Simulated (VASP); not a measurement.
# SrO (P6_3mc) in VASP: notebook

SrO is run at these levels: PBE; tasks: single point.

Program: VASP 6.6.1. These are calculated values, not measurements. Logs are shortened: lines on timing, memory, paths and dates and some standing lists are left out, and cuts for length are marked.

**1. The cell of the first run**

It takes space group P6_3mc (No. 186, hexagonal). The conventional cell has a = 4.275 Å, b = 4.275 Å, c = 5.156 Å, α = 90.00°, β = 90.00°, γ = 120.00°. Sr (site symmetry 3m) has 5 O at 2.47 to 2.58 Å within 3.3 Å. Within 3.3 Å of O (site symmetry 3m) lie 5 Sr at 2.47 to 2.58 Å.

**2. Single point, PBE**

INCAR reads:

```
PREC     = Accurate       # precision mode
ENCUT    = 520            # plane-wave cutoff, eV
EDIFF    = 1E-6           # SCF threshold, eV
ISMEAR   = -1             # smearing method
SIGMA    = 0.05           # smearing width, eV
LREAL    = False          # projectors in reciprocal space
LASPH    = True           # aspherical terms in the spheres
NELM     = 100            # most SCF steps
ALGO     = Normal         # electronic algorithm
ISIF     = 2              # what is computed and relaxed
LWAVE    = False          # write WAVECAR
LCHARG   = True           # write CHGCAR
GGA      = PE             # functional
LELF     = True           # ELF
LVHAR    = True         
NBANDS   = 24             # bands
```

KPOINTS reads:

```
regular mesh
0
Gamma
  7 7 5
```

POSCAR reads:

```
SrO
1.0
    4.2754662656      0.0000000000      0.0000000000
   -2.1377331328      3.7026623990      0.0000000000
    0.0000000000      0.0000000000      5.1555949900
Sr O
2 2
Direct
    0.6666666667      0.3333333333      0.4381277000
    0.3333333333      0.6666666667      0.9381277000
    0.6666666667      0.3333333333      0.9368723000
    0.3333333333      0.6666666667      0.4368723000
```

Potentials or basis: VASP PAW PBE potentials, release 64 (Sr_sv, O).

The run is started by

```
$ cat potpaw_PBE.64/Sr_sv/POTCAR potpaw_PBE.64/O/POTCAR > POTCAR
$ mpirun -np 1 vasp_std > vasp.out
```

OUTCAR:

```text
PREC = Accurate
   ENCUT = 520
   EDIFF = 1E-6
   ISMEAR = -1
   LREAL = False
   LASPH = True
   NELM = 100
   ISIF = 2
   GGA = PE

 ion  position               nearest neighbor table
   1  0.667  0.333  0.438-   4 2.47   4 2.47   4 2.47   3 2.57   3 2.58   2 3.57   2 3.57   2 3.57
                             2 3.57   2 3.57   2 3.57
   2  0.333  0.667  0.938-   3 2.47   3 2.47   3 2.47   4 2.57   4 2.58   1 3.57   1 3.57   1 3.57
                             1 3.57   1 3.57   1 3.57
   3  0.667  0.333  0.937-   2 2.47   2 2.47   2 2.47   1 2.57   1 2.58
   4  0.333  0.667  0.437-   1 2.47   1 2.47   1 2.47   2 2.57   2 2.58

  LATTYP: Found a hexagonal cell.
 ALAT       =     4.2754662656
 C/A-ratio  =     1.2058556119

  Lattice vectors:

 A1 = (   4.2754662656,   0.0000000000,   0.0000000000)
 A2 = (  -2.1377331328,   3.7026623990,   0.0000000000)
 A3 = (   0.0000000000,   0.0000000000,   5.1555949900)

Analysis of symmetry for initial positions (statically):
=====================================================================
 Subroutine PRICEL returns:
 Original cell was already a primitive cell.

 Routine SETGRP: Setting up the symmetry group for a
 hexagonal supercell.

 Subroutine GETGRP returns: Found 12 space group operations
 (whereof  6 operations were pure point group operations)
 out of a pool of 24 trial point group operations.

The static configuration has the point symmetry C_3v.
 The point group associated with its full space group is C_6v.

Analysis of symmetry for dynamics (positions and initial velocities):
=====================================================================
 Subroutine PRICEL returns:
 Original cell was already a primitive cell.

 Routine SETGRP: Setting up the symmetry group for a
 hexagonal supercell.

 Subroutine GETGRP returns: Found 12 space group operations
 (whereof  6 operations were pure point group operations)
 out of a pool of 24 trial point group operations.

The dynamic configuration has the point symmetry C_3v.
 The point group associated with its full space group is C_6v.

 Subroutine INISYM returns: Found 12 space group operations
 (whereof  6 operations are pure point group operations),
 and found     1 'primitive' translations

----------------------------------------------------------------------------------------

                                     Primitive cell

[... 91 lines left out ...]
   ENCUT  =  520.0 eV  38.22 Ry    6.18 a.u.   7.95  7.95  9.59*2*pi/ulx,y,z
   NELM   =    100;   NELMIN=  2; NELMDL= -5     # of ELM steps
   EDIFF  = 0.1E-05   stopping-criterion for ELM
   LREAL  =      F    real-space projection
   EDIFFG = 0.1E-04   stopping-criterion for IOM
   NSW    =      0    number of steps for IOM
   IBRION =     -1    ionic relax: 0-MD 1-quasi-New 2-CG
   NFREE  =      0    steps in history (QN), initial steepest desc. (CG)
   ISIF   =      2    stress and relaxation
   ISYM   =      2    0-nonsym 1-usesym 2-fastsym
   POTIM  = 0.5000    time-step for ionic-motion
   TEBEG  =    0.0;   TEEND  =   0.0 temperature during run
   PSTRESS=    0.0 pullay stress
   NELECT =      32.0000    total number of electrons
   NUPDOWN=      -1.0000    fix difference up-down
   EMIN   =  10.00;   EMAX   =-10.00  energy-range for DOS
   EFERMI =   0.00;   METHOD = LEGACY
   ISMEAR =    -1;   SIGMA  =   0.05  broadening in eV -4-tet -1-fermi 0-gaus
   EFERMI_NEDOS =   21; number of points for ismear=-14 and -15
   IALGO  =     38    algorithm
   IMIX   =      4    mixing-type and parameters
     AMIX     =   0.40;   BMIX     =  1.00
     AMIX_MAG =   1.60;   BMIX_MAG =  1.00
  volume/ion in A,a.u.               =      20.40       137.69
  Fermi-wavevector in a.u.,A,eV,Ry     =   1.198209  2.264287 19.533960  1.435706
  Thomas-Fermi vector in A             =   2.334104
   LORBIT       =      0    0 simple, 1 ext, 2 COOP (PROOUT), +10 PAW based schemes
   GGA     = PE    functional components
   LHFCALC =     F    Hartree Fock is set to
   AEXX    =    0.0000 exact exchange contribution
   IVDW    =     0    specifies the selected vdW correction
   LEPSILON=     F    determine dielectric tensor
   LRPA    =     F    only Hartree local field effects (RPA)
 non-spin polarized calculation
  energy-cutoff  :      520.00
  volume of cell :       81.62
 maximum number of plane-waves:      2215
 NGX is ok and might be reduce to    32
   NGX = 15   NGY = 15   NGZ = 19

 number of electron      32.0000007 magnetization

 Free energy of the ion-electron system (eV)
  ---------------------------------------------------
  ext. energy  EPLUGINS =         0.00000000
  ---------------------------------------------------
  free energy    TOTEN  =       -23.89883795 eV

  energy without entropy =      -23.89883795  energy(sigma->0) =      -23.89883795

 E-fermi :   1.8391     XC(G=0):  -8.9395

 val. band max:        0.7632979124   @ k =   0.0000   0.0000   0.0000
 cond. band min:       3.3905062516   @ k =   0.0000   0.0000   0.0000
 fundamental gap:      2.6272083392
 Fermi energy:         1.8390729308

 k-point     1 :       0.0000    0.0000    0.0000
  band No.  band energies     occupation
      1     -31.6575      2.00000
      2     -31.4927      2.00000
      3     -14.2719      2.00000
      4     -14.2675      2.00000
      5     -14.1821      2.00000
      6     -13.7948      2.00000
[... 637 lines left out ...]
     23       9.8697      0.00000
     24       9.8817      0.00000

------------------------ aborting loop because EDIFF is reached ----------------------------------------

  FORCE on cell =-STRESS in cart. coord.  units (eV):
  Direction    XX          YY          ZZ          XY          YZ          ZX
  --------------------------------------------------------------------------------------
  -------------------------------------------------------------------------------------
  Total        0.6361235      0.6361235      0.7965936      0.0000000      0.0000000     -0.0000000
  in kB       12.4875028     12.4875028     15.6376322      0.0000000      0.0000000     -0.0000000
  external PRESSURE =      13.5375459 kB  Pullay stress =       0.0000000 kB

 VOLUME and BASIS-vectors are now :
 -----------------------------------------------------------------------------
  energy-cutoff  :      520.00
  volume of cell :       81.62
      direct lattice vectors                 reciprocal lattice vectors
     4.275466266  0.000000000  0.000000000     0.233892618  0.135037966  0.000000000
    -2.137733133  3.702662399  0.000000000     0.000000000  0.270075932  0.000000000
     0.000000000  0.000000000  5.155594990     0.000000000  0.000000000  0.193964034

 POSITION                                       TOTAL-FORCE (eV/Angst)
 -----------------------------------------------------------------------------------
      2.13773      1.23422      2.25881        -0.000000      0.000000     -0.014074
     -0.00000      2.46844      4.83661         0.000000      0.000000     -0.014074
      2.13773      1.23422      4.83013         0.000000     -0.000000      0.014074
     -0.00000      2.46844      2.25234        -0.000000      0.000000      0.014074
 -----------------------------------------------------------------------------------
    total drift:                               -0.000000      0.000000      0.000366

  FREE ENERGIE OF THE ION-ELECTRON SYSTEM (eV)
  ---------------------------------------------------
  free  energy   TOTEN  =       -23.8988379473 eV

  energy  without entropy=      -23.8988379473  energy(sigma->0) =      -23.89883795
```

OSZICAR:

```text
N       E                     dE             d eps       ncg     rms          rms(c)
DAV:   1     0.193918780982E+03    0.19392E+03   -0.16275E+04  1152   0.125E+03
DAV:   2    -0.153081359167E+02   -0.20923E+03   -0.19538E+03  1608   0.288E+02
DAV:   3    -0.292258903259E+02   -0.13918E+02   -0.13825E+02  1760   0.684E+01
DAV:   4    -0.296791405145E+02   -0.45325E+00   -0.45291E+00  1672   0.996E+00
DAV:   5    -0.296848480737E+02   -0.57076E-02   -0.57074E-02  1616   0.107E+00    0.238E+01
DAV:   6    -0.242001757076E+02    0.54847E+01   -0.26017E+01  1304   0.265E+01    0.286E+01
DAV:   7    -0.240029456348E+02    0.19723E+00   -0.19394E+00  1568   0.796E+00    0.168E+01
DAV:   8    -0.238920179265E+02    0.11093E+00   -0.52769E-01  1352   0.499E+00    0.254E+00
DAV:   9    -0.238910913506E+02    0.92658E-03   -0.51741E-02  1640   0.143E+00    0.504E-01
DAV:  10    -0.238979821744E+02   -0.68908E-02   -0.67660E-03  1208   0.488E-01    0.200E-01
DAV:  11    -0.238985182273E+02   -0.53605E-03   -0.19785E-03  1528   0.235E-01    0.116E-01
DAV:  12    -0.238988371442E+02   -0.31892E-03   -0.53916E-04  1224   0.122E-01    0.322E-02
DAV:  13    -0.238988371891E+02   -0.44924E-07   -0.26808E-05  1616   0.295E-02    0.158E-02
DAV:  14    -0.238988379473E+02   -0.75817E-06   -0.78498E-06  1288   0.165E-02
   1 F= -.23898838E+02 E0= -.23898838E+02  d E =-.202775E-10
```

stdout:

```text
POSCAR found type information on POSCAR SrO
 POSCAR found :  2 types and       4 ions
 scaLAPACK will be used
 LDA part: xc-table for (Slater+PW92), standard interpolation
 POSCAR, INCAR and KPOINTS ok, starting setup
 FFT: planning ... GRIDC
 FFT: planning ... GRID_SOFT
 FFT: planning ... GRID
 WAVECAR not read
 entering main loop
```

Run time: 53 s. Hardware: 1 thread of Intel Xeon 8259CL, shared host; peak memory 0.21 GiB.

What came out:

```
Free energy            : -23.8988 eV
Pressure               : 1.4 GPa
Largest force          : 0.014 eV/Å
Band gap on the k mesh : 2.63 eV, direct
```

Forces on the atoms (eV/Å):
```
Sr   0.000  0.000 -0.014
Sr   0.000  0.000 -0.014
O    0.000  0.000  0.014
O    0.000  0.000  0.014
```

A k mesh can miss the band edges. PBE gaps usually lie below the measured ones, often by a third to a half.

**3. Single point, PBE**

This run uses another cell than the first one, of 20.81 Å³/atom, 1.020 times its volume.

INCAR reads:

```
SYSTEM = SrO
ALGO = Normal
EDIFF = 1E-6
ENCUT = 520
GGA = PE
ISIF = 2
ISMEAR = -1
LASPH = .TRUE.
LCHARG = .FALSE.
LREAL = .FALSE.
LWAVE = .FALSE.
NBANDS = 24
NELM = 100
PREC = Accurate
SIGMA = 0.05
```

KPOINTS reads:

```
k-points
0
G
  7 7 5
  0 0 0
```

POSCAR reads:

```
SrO
1.0
    4.3037814369      0.0000000000      0.0000000000
   -2.1518907185      3.7271840567      0.0000000000
    0.0000000000      0.0000000000      5.1897389982
Sr O
2 2
Direct
    0.6666666667      0.3333333333      0.4381277000
    0.3333333333      0.6666666667      0.9381277000
    0.6666666667      0.3333333333      0.9368723000
    0.3333333333      0.6666666667      0.4368723000
```

Potentials or basis: VASP PAW PBE potentials, release 64 (Sr_sv, O).

The run is started by

```
$ cat potpaw_PBE.64/Sr_sv/POTCAR potpaw_PBE.64/O/POTCAR > POTCAR
$ mpirun -np 1 vasp_std > vasp.out
```

Run time: 58 s. Hardware: 1 thread of Intel Xeon 8259CL, shared host; peak memory 0.21 GiB.

It converged, with:

| Quantity | Value |
| --- | --- |
| Free energy | -23.9063 eV |
| Pressure | -0.1 GPa |
| Largest force | 0.012 eV/Å |
| Band gap on the k mesh | 2.57 eV, direct |

Forces in eV/Å, atoms in the order of the input:
```
Sr   0.000  0.000 -0.012
Sr   0.000  0.000 -0.012
O    0.000  0.000  0.012
O    0.000  0.000  0.012
```

Stress tensor (GPa, compression positive):
```
-0.11  0.00  0.00
 0.00 -0.11  0.00
 0.00  0.00  0.05
```

Levels at points of the mesh, in eV from the valence-band top:
| k point | band 13 | band 14 | band 15 | band 16 | band 17 | band 18 | band 19 | band 20 |
| --- | --- | --- | --- | --- | --- | --- | --- | --- |
| (0.00, 0.00, 0.00) | -0.88 | -0.88 | -0.37 | 0.00 | 2.57 | 6.07 | 6.07 | 7.00 |
